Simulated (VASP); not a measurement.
The system is Li2B.

```
Li B
1.0
     3.09286    0.00000    0.00000
    -1.54643    2.67850    0.00000
     0.00000    0.00000    3.34786
Li B
2 1
Direct
  0.33333 0.66667 0.50000
  0.66667 0.33333 0.50000
  0.00000 0.00000 0.00000
```

```yaml
Program: VASP 6.6.1
Task: relaxation of cell and atoms
Functional: PBE
Potentials_or_basis: VASP PAW PBE potentials, release 64 (Li_sv, B)
Cutoff: 600 eV
k_mesh: 6 × 6 × 6
Occupations: gaussian, width 0.1 eV
Spin: no spin polarisation
```

At the start: pressure 7.8 GPa; volume 9.24 Å³/atom.

Task: Where does the relaxation end?

Result: Over 9 steps the energy falls by 798.7 meV/atom and the volume is 8.76 Å³/atom (-5.2 %); space group P6/mmm (No. 191, to 0.05 Å).

The path:
| step | energy change (eV) | largest force (eV/Å) | pressure (GPa) | volume (Å³) |
| --- | --- | --- | --- | --- |
| 1 | 0.0000 | 0.0000 | 7.82 | 27.73 |
| 2 | -0.4799 | 0.0000 | 4.30 | 29.49 |
| 3 | -1.4280 | 0.0000 | -7.14 | 34.00 |
| 4 | -0.0263 | 0.0000 | -17.04 | 37.64 |
| 5 | -1.6746 | 0.0000 | -10.83 | 35.24 |
| 6 | -2.1194 | 0.0000 | -11.24 | 32.32 |
| 7 | -2.2067 | 0.0000 | -10.92 | 31.04 |
| 8 | -2.3891 | 0.0000 | -2.58 | 27.07 |
| 9 | -2.3962 | 0.0000 | -0.24 | 26.29 |

Final structure:
```
CELL_PARAMETERS angstrom
3.82605 0.00000 0.00000
-1.91303 3.31346 0.00000
0.00000 0.00000 2.07351
ATOMIC_POSITIONS crystal
Li 0.33333 0.66667 0.50000
Li 0.66667 0.33333 0.50000
B 0.00000 0.00000 0.00000
```

Caveat: the k points lie up to 0.51 Å⁻¹ apart in the final cell; the cutoff is under 1.25 times the usual one of these potentials, so pressure, stress and relaxed cells hold a basis-set (Pulay) error.
